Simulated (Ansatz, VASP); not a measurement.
# ZnO: VASP beside Ansatz

INCAR

```
SYSTEM = ZnO
  PREC = Accurate
  ENCUT = 520
  EDIFF = 1E-8
  ISMEAR = -1
  SIGMA = 0.02
  LREAL = .False.
  LASPH = .True.
  NELM = 120
  ALGO = Normal
  ISIF = 2
  LWAVE = .False.
  LCHARG = .False.
  GGA = CA
  LEFG = .True.
  NBANDS = 26
  GGA_COMPAT = .False.
```

KPOINTS

```
Automatic mesh
0
Gamma
  11 11 6
  0 0 0
```

File POSCAR:

```
ZnO
1.0
    3.2493987239      0.0000000000      0.0000000000
   -1.6246993619      2.8140618419      0.0000000000
    0.0000000000      0.0000000000      5.2558380000
Zn O
2 2
Direct
    0.3333333333      0.6666666667      0.0000000000
    0.6666666667      0.3333333333      0.5000000000
    0.3333333333      0.6666666667      0.3821000000
    0.6666666667      0.3333333333      0.8821000000
```

Input for Ansatz:

```yaml
crystal:
  lattice:
    - [3.2493987239, 0.0, 0.0]
    - [-1.6246993619, 2.8140618419, 0.0]
    - [0.0, 0.0, 5.255838]
  atoms:
    - { symbol: Zn, position: [0.3333333333, 0.6666666667, 0.0] }
    - { symbol: Zn, position: [0.6666666667, 0.3333333333, 0.5] }
    - { symbol: O, position: [0.3333333333, 0.6666666667, 0.3821] }
    - { symbol: O, position: [0.6666666667, 0.3333333333, 0.8821] }
kpoints:
  mp_grid: { grid: [11, 11, 6] }
scf:
  occupations: { method: fermi_dirac, width: 0.02 }
hamiltonian:
  xc: lda
  pseudopotentials: { kind: all_electron, datasets: crystal }
output:
  forces: true
  stress: true
  eigenvalues: true
  efg: { contact_densities: true }
```

Change from the starting cell: zz strain of +1 %, crystal datasets.

Alike in both runs: task electric field gradients; functional LDA; k mesh 11 × 11 × 6; occupations fermi-dirac, width 0.02 eV; no spin polarisation.

```csv
,VASP,Ansatz
version,VASP 6.6.1,Ansatz 0.2.0
potentials or method,"VASP PAW LDA potentials, release 64 (Zn, O), cutoff 520 eV","all-electron PAW with datasets made for the crystal, scalar-relativistic"
```

VASP gave:

| Quantity | Value |
| --- | --- |
| pressure (GPa) | -7.3 |
| traceless stress, the component that is largest in VASP (GPa) | -0.93 |
| rms of the force components (eV/Å) | 0.062 |
| size of Vzz on the site where it differs most (V/Å²) | 12.3 |

Which values does Ansatz return?

Pressure (GPa): -8.2; traceless stress, the component that is largest in VASP (GPa): -0.86; rms of the force components (eV/Å): 0.059; size of Vzz on the site where it differs most (V/Å²): 11.3.

LDA's correlation is that of Perdew and Zunger in VASP and of Perdew and Wang (1992) in Ansatz. Atom by atom the forces differ by 0.003 eV/Å (rms over components). Ansatz ran all-electron here, and VASP with PAW potentials.
